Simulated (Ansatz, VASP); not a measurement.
## Ru: VASP beside Ansatz

Contents of INCAR:

```
SYSTEM = Ru
PREC     = Accurate       ! precision mode
ENCUT    = 520            ! plane-wave cutoff, eV
EDIFF    = 1E-6           ! SCF threshold, eV
ISMEAR   = 0              ! smearing method
SIGMA    = 0.15           ! smearing width, eV
LREAL    = .False.        ! projectors in reciprocal space
LASPH    = .True.         ! aspherical terms in the spheres
NELM     = 100            ! most SCF steps
ALGO     = Fast           ! electronic algorithm
ISIF     = 2              ! what is computed and relaxed
LWAVE    = .False.        ! write WAVECAR
LCHARG   = .False.        ! write CHGCAR
GGA      = PS             ! functional
NBANDS   = 21             ! bands
```

The input KPOINTS:

```
Automatic mesh
0
Gamma
  24 24 14
  0 0 0
```

The input POSCAR:

```
Ru
1.0
    2.6895239993      0.0000000000      0.0000000000
   -1.3447619996      2.3291961074      0.0000000000
    0.0000000000      0.0000000000      4.2519209527
Ru
2
Direct
    0.3333333333      0.6666666667      0.2500000000
    0.6666666667      0.3333333333      0.7500000000
```

Input for Ansatz:

```yaml
crystal:
  lattice:
    - [2.6895239996, 0.0, 0.0]
    - [-1.3447619998, 2.3291961077, 0.0]
    - [0.0, 0.0, 4.2519209508]
  atoms:
    - { symbol: Ru, position: [0.3333333333, 0.6666666667, 0.25] }
    - { symbol: Ru, position: [0.6666666667, 0.3333333333, 0.75] }
basis:
  ecutwfc: 420
kpoints:
  mp_grid: { grid: [24, 24, 14] }
hamiltonian:
  xc: pbesol
scf:
  occupations: { method: gaussian, width: 0.15 }
output:
  forces: true
  stress: true
  eigenvalues: true
  write_density: true
  write_potential: true
  elf: true
  volumetric_format: npy
```

Alike in both runs: task single point; functional PBEsol; k mesh 24 × 24 × 14; occupations gaussian, width 0.15 eV; no spin polarisation.

|  | VASP | Ansatz |
| --- | --- | --- |
| version | VASP 6.6.1 | Ansatz 0.2.0 |
| potentials or method | VASP PAW PBE potentials, release 64 (Ru_pv), cutoff 520 eV | scalar-relativistic, plane waves, PAW |
| valence electrons in the cell | 28 | 32 |

Ansatz gave:

- gap on the k mesh at the Fermi level (eV): none
- pressure (GPa): 0.1
- traceless stress, the component that is largest in VASP (GPa): -0.56

Question: Estimate VASP's values.

Answer: gap on the k mesh at the Fermi level (eV): none; pressure (GPa): 0.1; traceless stress, the component that is largest in VASP (GPa): -0.54.

VASP's potentials were made for PBE, not for PBEsol. A gap of «none» marks a metal or a gap that the smearing closes. VASP's potentials hold 28 valence electrons a cell and Ansatz's 32, so a difference there can come from the potentials and not from the codes.
